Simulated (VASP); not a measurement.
Ta: relaxation of cell and atoms with PBE

Ta:

```
Ta
1.0
     0.00000    2.08000    2.08000
     2.08000    0.00000    2.08000
     2.08000    2.08000    0.00000
Ta
1
Direct
  0.00000 0.00000 0.00000
```

This isn't the form of Ta at room conditions, which is bcc.

```
Program                : VASP 6.6.1
Task                   : relaxation of cell and atoms
Functional             : PBE
Potentials or basis    : VASP PAW PBE potentials, release 64 (Ta_pv)
Cutoff                 : 500 eV
k mesh                 : 19 × 19 × 19
Occupations            : fermi-dirac, width 0.05 eV
Spin                   : no spin polarisation
Target pressure        : 60 GPa
Dipole correction      : no
Further INCAR settings : ALGO = Normal; EDIFF = 1e-07; IBRION = 2; EDIFFG = -0.01; NSW = 80; ISIF = 3
```

```yaml
Relaxed_volume: 15.23 Å³/atom
Relaxed_cell: a = 2.782 Å, b = 2.782 Å, c = 2.782 Å, α = 60.00°, β = 60.00°, γ = 60.00°
Space_group_after_relaxing_to_0.1_Å: Fm-3m (No. 225)
Energy_change_on_relaxing_the_run_minimises_the_enthalpy: +549.5 meV/atom
Ionic_steps: 16
Pressure_after_relaxing: 60.0 GPa
Band_gap_on_the_k_mesh: zero (an odd number of electrons rules out a gap without spin polarisation)
```

The path:
| step | energy change (eV) | largest force (eV/Å) | pressure (GPa) | volume (Å³) |
| --- | --- | --- | --- | --- |
| 1 | 0.0000 | 0.0000 | 9.57 | 18.00 |
| 2 | 20.3028 | 0.0000 | 1290.82 | 6.91 |
| 3 | 0.3315 | 0.0000 | 44.15 | 15.90 |
| 4 | 0.4302 | 0.0000 | 51.57 | 15.57 |
| 5 | 0.5516 | 0.0000 | 60.15 | 15.22 |
| 6 | 0.5321 | 0.0000 | 58.80 | 15.27 |
| 7 | 0.5337 | 0.0000 | 58.91 | 15.27 |
| 8 | 0.5384 | 0.0000 | 59.24 | 15.26 |
| 9 | 0.5385 | 0.0000 | 59.24 | 15.26 |
| 10 | 0.5388 | 0.0000 | 59.26 | 15.26 |
| 11 | 0.5393 | 0.0000 | 59.29 | 15.25 |
| 12 | 0.5402 | 0.0000 | 59.36 | 15.25 |
| 13 | 0.5422 | 0.0000 | 59.49 | 15.25 |
| 14 | 0.5461 | 0.0000 | 59.76 | 15.24 |
| 15 | 0.5539 | 0.0000 | 60.30 | 15.22 |
| 16 | 0.5495 | 0.0000 | 60.00 | 15.23 |

Final structure:
```
CELL_PARAMETERS angstrom
0.00000 1.96726 1.96726
1.96726 0.00000 1.96726
1.96726 1.96726 0.00000
ATOMIC_POSITIONS crystal
Ta 0.00000 0.00000 0.00000
```

Levels at points of the mesh, in eV from the Fermi level:
| k point | band 1 | band 2 | band 3 | band 4 | band 5 | band 6 | band 7 | band 8 | band 9 |
| --- | --- | --- | --- | --- | --- | --- | --- | --- | --- |
| (0.00, 0.00, 0.00) | -32.89 | -32.89 | -32.89 | -9.02 | 0.25 | 0.25 | 0.25 | 4.21 | 4.21 |

Wall time 2.9 min on 1 thread of Intel(R) Xeon(R) Platinum 8375C CPU @ 2.90GHz (Ice Lake), with other jobs on the host, peak memory 0.18 GiB.

Caveat: the cell is relaxed towards a set pressure, so the run minimises the enthalpy, not the energy; the volume moved by over 15 % at a fixed basis, so the end points are rough; spin-orbit coupling is left out, which moves the levels of the heavy elements.
